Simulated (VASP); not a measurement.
Input of a VASP 6.6.1 run:

The input INCAR:

```
SYSTEM = K
PREC     = Accurate       ! precision mode
ENCUT    = 600            ! plane-wave cutoff, eV
EDIFF    = 1E-7           ! SCF threshold, eV
ISMEAR   = 0              ! smearing method
SIGMA    = 0.05           ! smearing width, eV
LREAL    = .False.        ! projectors in reciprocal space
LASPH    = .True.         ! aspherical terms in the spheres
NELM     = 100            ! most SCF steps
ALGO     = Normal         ! electronic algorithm
ISIF     = 3              ! what is computed and relaxed
LWAVE    = .False.        ! write WAVECAR
LCHARG   = .False.        ! write CHGCAR
GGA      = CA             ! functional
IBRION   = 2              ! ionic algorithm
NSW      = 80             ! ionic steps
EDIFFG   = -0.01          ! ionic threshold
```

KPOINTS

```
regular mesh
0
Gamma
  7 7 7
  0 0 0
```

File POSCAR:

```
K
1.0
   -2.6125000000      2.6125000000      2.6125000000
    2.6125000000     -2.6125000000      2.6125000000
    2.6125000000      2.6125000000     -2.6125000000
K
1
Direct
    0.0000000000      0.0000000000      0.0000000000
```

Potentials or basis: VASP PAW LDA potentials, release 64 (K_sv).

Command:

```sh
$ cat potpaw_LDA.64/K_sv/POTCAR > POTCAR
$ mpirun -np 1 vasp_std > vasp.out
```

Q: Estimate the band gap on the k mesh.

A: Zero (an odd number of electrons rules out a gap without spin polarisation).

Q: What does it give for the relaxed cell?

A: a = 4.363 Å, b = 4.363 Å, c = 4.363 Å, α = 109.47°, β = 109.47°, γ = 109.47°.

Q: Estimate the space group after relaxing (to 0.1 Å).

A: Im-3m (No. 229).

The path:
```tsv
step	energy change (eV)	largest force (eV/Å)	pressure (GPa)	volume (Å³)
1	0.0000	0.0000	-0.40	71.32
2	-0.0041	0.0000	-0.32	69.50
3	-0.0100	0.0000	-0.03	64.37
4	-0.0100	0.0000	0.00	63.93
```

LDA usually gives volumes a few per cent too small. Zero-point motion and thermal expansion aren't in these numbers.
